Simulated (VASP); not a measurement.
**S: relaxation of cell and atoms with PBE**

S:

```xyz
3
Lattice="4.1216 0.0000 0.0000 -2.0608 3.5694 0.0000 0.0000 0.0000 2.5554" Properties=species:S:1:pos:R:3 pbc="T T T"
S     0.0000    0.0000    0.0000
S     0.0000    2.3796    1.2777
S     2.0608    1.1898    1.2777
```

| Quantity | Value |
| --- | --- |
| Program | VASP 6.6.1 |
| Task | relaxation of cell and atoms |
| Functional | PBE |
| Potentials or basis | VASP PAW PBE potentials, release 64 (S) |
| Cutoff | 600 eV |
| k mesh | 9 × 9 × 12 |
| Occupations | fermi-dirac, width 0.1 eV |
| Spin | no spin polarisation |
| Target pressure | 30 GPa |
| Dipole correction | no |
| Further INCAR settings | ALGO = Normal; EDIFF = 1e-07; IBRION = 2; EDIFFG = -0.005; NSW = 60; ISIF = 3 |

```yaml
Relaxed_volume: 12.83 Å³/atom
Relaxed_cell: a = 4.376 Å, b = 4.376 Å, c = 2.320 Å, α = 90.00°, β = 90.00°, γ = 120.00°
Space_group_after_relaxing_to_0.05_Å: P6/mmm (No. 191)
Energy_change_on_relaxing_the_enthalpy_is_what_falls: -115.0 meV/atom
Ionic_steps: 19
Pressure_after_relaxing: 30.0 GPa
Band_gap_on_the_k_mesh: zero (band 9 reaches 14.08 eV, above the bottom of band 10 at 7.89 eV)
```

Step by step:
```
step  energy change (eV)  largest force (eV/Å)  pressure (GPa)  volume (Å³)
   1              0.0000                0.0000           32.58        37.59
   2             -0.2069                0.0000           27.12        38.70
   3             -0.1025                0.0000           29.91        38.12
   4             -0.1034                0.0000           29.88        38.12
   5             -0.1077                0.0000           29.84        38.12
   6             -0.1235                0.0000           29.91        38.12
   7             -0.1710                0.0000           30.86        38.07
   8             -0.2089                0.0000           33.79        37.82
   9             -0.2300                0.0000           32.88        37.89
  10             -0.2317                0.0000           32.86        37.90
  11             -0.2366                0.0000           32.80        37.92
  12             -0.2456                0.0000           32.68        37.97
  13             -0.2407                0.0000           32.74        37.94
  14             -0.2439                0.0000           32.66        37.96
  15             -0.2535                0.0000           32.41        38.01
  16             -0.2725                0.0000           31.92        38.10
  17             -0.3097                0.0000           30.94        38.29
  18             -0.3808                0.0000           29.03        38.67
  19             -0.3450                0.0000           29.99        38.48
```

Final structure:
```xyz
3
Lattice="4.3762 0.0000 0.0000 -2.1881 3.7899 0.0000 0.0000 0.0000 2.3199" Properties=species:S:1:pos:R:3 pbc="T T T"
S     0.0000    0.0000    0.0000
S     0.0000    2.5266    1.1599
S     2.1881    1.2633    1.1599
```

Levels at points of the mesh, in eV from the Fermi level:
```tsv
k point	band 7	band 8	band 9	band 10	band 11	band 12
(0.00, 0.00, 0.00)	-7.09	3.15	3.15	3.49	6.61	6.93
(0.00, 0.00, 0.50)	-3.89	-3.89	-1.70	-1.70	-0.80	-0.80
```

It took 18 min on 1 thread of AMD EPYC 7R13 (shared host), peak memory 0.16 GiB.

Caveat: the cell is relaxed towards a set pressure, so the enthalpy falls and the energy may rise.
